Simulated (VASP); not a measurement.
# CoO (Fm-3m) in VASP: notebook

The runs below take CoO through single point, with LDA+U.

All numbers are computed with VASP 6.6.1; they aren't measurements. Logs are shortened: lines on timing, memory, paths and dates and some standing lists are left out, and cuts for length are marked.

### 1 The cell of the first run

It takes space group Fm-3m (No. 225, cubic). The conventional cell has a = 4.263 Å, b = 4.263 Å, c = 4.263 Å, α = 90.00°, β = 90.00°, γ = 90.00°. Within 2.8 Å of Co (site symmetry m-3m) lie 6 O at 2.13 Å. Within 2.8 Å of O (site symmetry m-3m) lie 6 Co at 2.13 Å.

### 2 Single point, LDA+U, non-collinear spin, twin_end start, spin-orbit coupling

The input, INCAR:

```
SYSTEM = CoO
PREC     = Accurate       ! precision mode
ENCUT    = 520            ! plane-wave cutoff, eV
EDIFF    = 1E-6           ! SCF threshold, eV
ISMEAR   = 0              ! smearing method
SIGMA    = 0.05           ! smearing width, eV
LREAL    = .False.        ! projectors in reciprocal space
LASPH    = .True.         ! aspherical terms in the spheres
NELM     = 150            ! most SCF steps
ALGO     = Normal         ! electronic algorithm
ISIF     = 2              ! what is computed and relaxed
LWAVE    = .False.        ! write WAVECAR
LCHARG   = .True.         ! write CHGCAR
MAGMOM   = 2.87 0 0 0.62 0 0 ! initial moments
LORBIT   = 11             ! projections on sites
LSORBIT  = .True.         ! spin-orbit coupling
GGA_COMPAT= .False.      
LORBMOM  = .True.       
LMAXMIX  = 4              ! l up to which the mixer works
LDAU     = .True.         ! DFT+U
LDAUTYPE = 2            
LDAUL    = 2 -1           ! shell
LDAUU    = 4 0            ! U, eV
LDAUJ    = 0 0          
LDAUPRINT= 1            
GGA      = CA             ! functional
LVHAR    = .True.       
NBANDS   = 27             ! bands
```

The input, KPOINTS:

```
Automatic mesh
0
Gamma
  8 8 8
  0 0 0
```

The input, POSCAR:

```
CoO
1.0
    0.0000000000      2.1315016600      2.1315016600
    2.1315016600      0.0000000000      2.1315016600
    2.1315016600      2.1315016600      0.0000000000
Co O
1 1
Direct
    0.0000000000      0.0000000000      0.0000000000
    0.5000000000      0.5000000000      0.5000000000
```

Potentials or basis: VASP PAW LDA potentials, release 64 (Co, O).

Run with:

```sh
cat potpaw_LDA.64/Co/POTCAR potpaw_LDA.64/O/POTCAR > POTCAR
mpirun -np 1 vasp_ncl > vasp.out
```

OUTCAR:

```text
SYSTEM = CoO
   PREC = Accurate
   ENCUT = 520
   EDIFF = 1E-6
   ISMEAR = 0
   LREAL = .False.
   LASPH = .True.
   NELM = 150
   ISIF = 2
   LORBIT = 11
   LSORBIT = .True.
   GGA = CA

 ion  position               nearest neighbor table
   1  0.000  0.000  0.000-   2 2.13   2 2.13   2 2.13   2 2.13   2 2.13   2 2.13
   2  0.500  0.500  0.500-   1 2.13   1 2.13   1 2.13   1 2.13   1 2.13   1 2.13

  LATTYP: Found a face centered cubic cell.
 ALAT       =     4.2630033200

  Lattice vectors:

 A1 = (   0.0000000000,   2.1315016600,   2.1315016600)
 A2 = (   2.1315016600,   0.0000000000,   2.1315016600)
 A3 = (   2.1315016600,   2.1315016600,   0.0000000000)

Analysis of symmetry for initial positions (statically):
=====================================================================
 Subroutine PRICEL returns:
 Original cell was already a primitive cell.

 Routine SETGRP: Setting up the symmetry group for a
 face centered cubic supercell.

 Subroutine GETGRP returns: Found 48 space group operations
 (whereof 48 operations were pure point group operations)
 out of a pool of 48 trial point group operations.

The static configuration has the point symmetry O_h .

Analysis of symmetry for dynamics (positions and initial velocities):
=====================================================================
 Subroutine PRICEL returns:
 Original cell was already a primitive cell.

 Routine SETGRP: Setting up the symmetry group for a
 face centered cubic supercell.

 Subroutine GETGRP returns: Found 48 space group operations
 (whereof 48 operations were pure point group operations)
 out of a pool of 48 trial point group operations.

The dynamic configuration has the point symmetry O_h .

Analysis of structural, dynamic, and magnetic symmetry:
=====================================================================
 Subroutine PRICEL returns:
 Original cell was already a primitive cell.

 Routine SETGRP: Setting up the symmetry group for a
 face centered cubic supercell.

 Subroutine GETGRP returns: Found  8 space group operations
 (whereof  8 operations were pure point group operations)
 out of a pool of 48 trial point group operations.

The overall configuration has the point symmetry C_4h.

 Subroutine INISYM returns: Found  8 space group operations
 (whereof  8 operations are pure point group operations),
 and found     1 'primitive' translations

----------------------------------------------------------------------------------------

                                     Primitive cell

  volume of cell :      19.3681

  direct lattice vectors                    reciprocal lattice vectors
     0.000000000  2.131501660  2.131501660    -0.234576407  0.234576407  0.234576407
     2.131501660  0.000000000  2.131501660     0.234576407 -0.234576407  0.234576407
     2.131501660  2.131501660  0.000000000     0.234576407  0.234576407 -0.234576407

  length of vectors
     3.014398556  3.014398556  3.014398556     0.406298254  0.406298254  0.406298254

  position of ions in fractional coordinates (direct lattice)
     0.000000000  0.000000000  0.000000000
     0.500000000  0.500000000  0.500000000

  ion indices of the primitive-cell ions
   primitive index   ion index
                 1           1
                 2           2

----------------------------------------------------------------------------------------

 KPOINTS: Automatic mesh

Automatic generation of k-mesh.
 Grid dimensions read from file:
 generate k-points for:    8    8    8

[... 152 lines left out ...]
  o =  0.9698  v = -0.4997 -0.0000 -0.0000 -0.0000  0.0000 -0.4997 -0.0000  0.0000 -0.0000 -0.0000      0.0000  0.0000  0.0113  0.4997 -0.0196 -0.0000  0.0000 -0.0113  0.4997  0.0196
  o =  1.0142  v =  0.0208  0.0031 -0.0000  0.0000 -0.0000 -0.0208  0.0031 -0.0000  0.0000 -0.0000      0.0000  0.0000  0.6118 -0.0208  0.3532  0.0000  0.0000  0.6118  0.0208  0.3532
  o =  1.0153  v = -0.0030 -0.0000 -0.0000 -0.0000  0.0000  0.0030 -0.0000 -0.0000  0.0000  0.0000      0.0000  0.0000  0.3535 -0.0030 -0.6124  0.0000 -0.0000  0.3535  0.0030 -0.6124

 number of electron      15.0000007 magnetization       2.9903722      0.0000000      0.0000000

 Free energy of the ion-electron system (eV)
  ---------------------------------------------------
  ext. energy  EPLUGINS =         0.00000000
  ---------------------------------------------------
  free energy    TOTEN  =       -13.19624773 eV

  energy without entropy =      -13.19624773  energy(sigma->0) =      -13.19624773

 E-fermi :   7.2942     XC(G=0): -12.8454

 val. band max:        7.0166209688   @ k =   0.5000   0.0000   0.0000
 cond. band min:       8.0599391670   @ k =   0.0000   0.0000   0.0000
 fundamental gap:      1.0433181982
 Fermi energy:         7.2941508558

 k-point     1 :       0.0000    0.0000    0.0000
  band No.  band energies     occupation
      1     -12.1125      1.00000
      2     -11.6954      1.00000
      3       2.0366      1.00000
      4       2.3215      1.00000
      5       2.3965      1.00000
      6       2.5131      1.00000
[... 709 lines left out ...]
     26      24.9362      0.00000
     27      25.6981      0.00000

 [... further k-points ...]
[... 5 lines left out ...]
  --------------------------------------------------------------------------------------
  -------------------------------------------------------------------------------------
  Total       -2.1904110     -1.3693376     -1.3693376      0.0000000     -0.0000000     -0.0000000
  in kB     -181.1962375   -113.2750065   -113.2750065      0.0000000     -0.0000013     -0.0000000
  external PRESSURE =    -135.9154168 kB  Pullay stress =       0.0000000 kB

 VOLUME and BASIS-vectors are now :
 -----------------------------------------------------------------------------
  energy-cutoff  :      520.00
  volume of cell :       19.37
      direct lattice vectors                 reciprocal lattice vectors
     0.000000000  2.131501660  2.131501660    -0.234576407  0.234576407  0.234576407
     2.131501660  0.000000000  2.131501660     0.234576407 -0.234576407  0.234576407
     2.131501660  2.131501660  0.000000000     0.234576407  0.234576407 -0.234576407

 POSITION                                       TOTAL-FORCE (eV/Angst)
 -----------------------------------------------------------------------------------
      0.00000      0.00000      0.00000        -0.000000     -0.000000     -0.000000
      2.13150      2.13150      2.13150         0.000000      0.000000      0.000000
 -----------------------------------------------------------------------------------
    total drift:                               -0.000000     -0.000000     -0.000000

  FREE ENERGIE OF THE ION-ELECTRON SYSTEM (eV)
  ---------------------------------------------------
  free  energy   TOTEN  =       -13.1962477296 eV

  energy  without entropy=      -13.1962477296  energy(sigma->0) =      -13.19624773

 orbital moment (x)

 # of ion     p       d       tot
 ----------------------------------------
  1         0.000   1.129   1.129
  2         0.012   0.000   0.012
 ----------------------------------------
            0.012   1.129   1.142

 orbital moment (y)

 # of ion     p       d       tot
 ----------------------------------------
  1        -0.000   0.000   0.000
  2         0.000   0.000   0.000
 ----------------------------------------
           -0.000   0.000   0.000

 orbital moment (z)

 # of ion     p       d       tot
 ----------------------------------------
  1         0.000   0.000   0.000
  2         0.000   0.000   0.000
 ----------------------------------------
            0.000   0.000   0.000

 Spin-Orbit-Coupling matrix elements

 Ion:    1  E_soc:     -0.0611982
 l=   1
     0.0000000    -0.0001869    -0.0001841
    -0.0001869     0.0000000    -0.0001841
    -0.0001841    -0.0001841     0.0000000
 l=   2
     0.0000000    -0.0010965     0.0000000    -0.0172629    -0.0029952
    -0.0010965     0.0000000    -0.0034483    -0.0010965    -0.0011494
     0.0000000    -0.0034483     0.0000000    -0.0029769     0.0000000
    -0.0172629    -0.0010965    -0.0029769     0.0000000    -0.0000183
    -0.0029952    -0.0011494     0.0000000    -0.0000183     0.0000000
 l=   3
     0.0000000     0.0000000     0.0000000     0.0000000     0.0000000     0.0000000     0.0000000
     0.0000000     0.0000000     0.0000000     0.0000000     0.0000000     0.0000000     0.0000000
     0.0000000     0.0000000     0.0000000     0.0000000     0.0000000     0.0000000     0.0000000
     0.0000000     0.0000000     0.0000000     0.0000000     0.0000000     0.0000000     0.0000000
     0.0000000     0.0000000     0.0000000     0.0000000     0.0000000     0.0000000     0.0000000
     0.0000000     0.0000000     0.0000000     0.0000000     0.0000000     0.0000000     0.0000000
     0.0000000     0.0000000     0.0000000     0.0000000     0.0000000     0.0000000     0.0000000

 Ion:    2  E_soc:     -0.0003379
 l=   1
     0.0000000    -0.0001496    -0.0000097
    -0.0001496     0.0000000    -0.0000097
    -0.0000097    -0.0000097     0.0000000
 l=   2
     0.0000000     0.0000000     0.0000000     0.0000000     0.0000000
     0.0000000     0.0000000     0.0000000     0.0000000     0.0000000
     0.0000000     0.0000000     0.0000000     0.0000000     0.0000000
     0.0000000     0.0000000     0.0000000     0.0000000     0.0000000
     0.0000000     0.0000000     0.0000000     0.0000000     0.0000000
 l=   3
     0.0000000     0.0000000     0.0000000     0.0000000     0.0000000     0.0000000     0.0000000
     0.0000000     0.0000000     0.0000000     0.0000000     0.0000000     0.0000000     0.0000000
     0.0000000     0.0000000     0.0000000     0.0000000     0.0000000     0.0000000     0.0000000
     0.0000000     0.0000000     0.0000000     0.0000000     0.0000000     0.0000000     0.0000000
     0.0000000     0.0000000     0.0000000     0.0000000     0.0000000     0.0000000     0.0000000
     0.0000000     0.0000000     0.0000000     0.0000000     0.0000000     0.0000000     0.0000000
     0.0000000     0.0000000     0.0000000     0.0000000     0.0000000     0.0000000     0.0000000

 total charge

# of ion       s       p       d       tot
------------------------------------------
    1        0.308   0.373   7.158   7.839
    2        1.537   3.432   0.000   4.970
--------------------------------------------------
tot          1.846   3.805   7.158  12.808

 magnetization (x)

# of ion       s       p       d       tot
------------------------------------------
    1        0.017   0.017   2.680   2.715
    2        0.023   0.203   0.000   0.226
--------------------------------------------------
tot          0.040   0.220   2.680   2.941

 magnetization (y)

# of ion       s       p       d       tot
------------------------------------------
    1        0.000   0.000   0.000   0.000
    2        0.000   0.000   0.000   0.000
--------------------------------------------------
tot          0.000   0.000   0.000   0.000

 magnetization (z)

# of ion       s       p       d       tot
------------------------------------------
    1        0.000   0.000   0.000   0.000
    2        0.000   0.000   0.000   0.000
--------------------------------------------------
tot          0.000   0.000   0.000   0.000
```

It took 70 s on 1 thread of Intel Xeon Platinum 8488C (Sapphire Rapids), shared host; peak memory 0.21 GiB.

Results:

```yaml
Free_energy: -13.1962 eV
Pressure: -13.6 GPa
Net_moment: 2.99 μB per cell
Valence_electrons_inside_the_program's_atomic_spheres: Co 7.84; O 4.97
```

Moments on the atoms (μB; x, y, z):
```
Co  2.71 0.00 0.00
O   0.23 0.00 0.00
```

Caveat: a cell with one magnetic atom can't hold antiferromagnetic order, which such compounds often take. The state reached can hang on the start; a lower one may exist.

### 3 Single point, LDA+U, non-collinear spin, twin_end start, spin-orbit coupling

The input, INCAR:

```
  PREC = Accurate
  ENCUT = 520
  EDIFF = 1E-7
  ISMEAR = 0
  SIGMA = 0.05
  LREAL = F
  LASPH = T
  NELM = 150
  ALGO = Normal
  ISIF = 2
  LWAVE = F
  LCHARG = T
  LNONCOLLINEAR = T
  MAGMOM = -1.13 1.62 -2.09 -0.24 0.35 -0.45
  LORBIT = 11
  LSORBIT = T
  GGA_COMPAT = F
  LORBMOM = T
  LMAXMIX = 4
  LDAU = T
  LDAUTYPE = 2
  LDAUL = 2 -1
  LDAUU = 4 0
  LDAUJ = 0 0
  LDAUPRINT = 1
  LVHAR = T
  NBANDS = 27
```

The input, KPOINTS:

```
Automatic mesh
0
Gamma
  8 8 8
```

POSCAR is that of step 2.

Potentials or basis: VASP PAW LDA potentials, release 64 (Co, O).

Run with:

```sh
cat potpaw_LDA.64/Co/POTCAR potpaw_LDA.64/O/POTCAR > POTCAR
mpirun -np 1 vasp_ncl > vasp.out
```

It took 8.2 min on 1 thread of Intel Xeon Platinum 8488C (Sapphire Rapids), shared host; peak memory 0.33 GiB.

It converged, with:

```
Free energy                                           : -13.2274 eV
Pressure                                              : -13.5 GPa
Net moment                                            : 3.00 μB per cell
Valence electrons inside the program's atomic spheres : Co 7.84; O 4.97
```

Stress tensor (GPa, compression positive):
```
-13.27   0.15  -0.04
  0.15 -13.56  -0.03
 -0.04  -0.03 -13.70
```

Moments on the atoms (μB; x, y, z):
```
Co  -1.21  1.60 -1.84
O   -0.10  0.13 -0.15
```

Caveat: a cell with one magnetic atom can't hold antiferromagnetic order, which such compounds often take. The state reached can hang on the start; a lower one may exist.
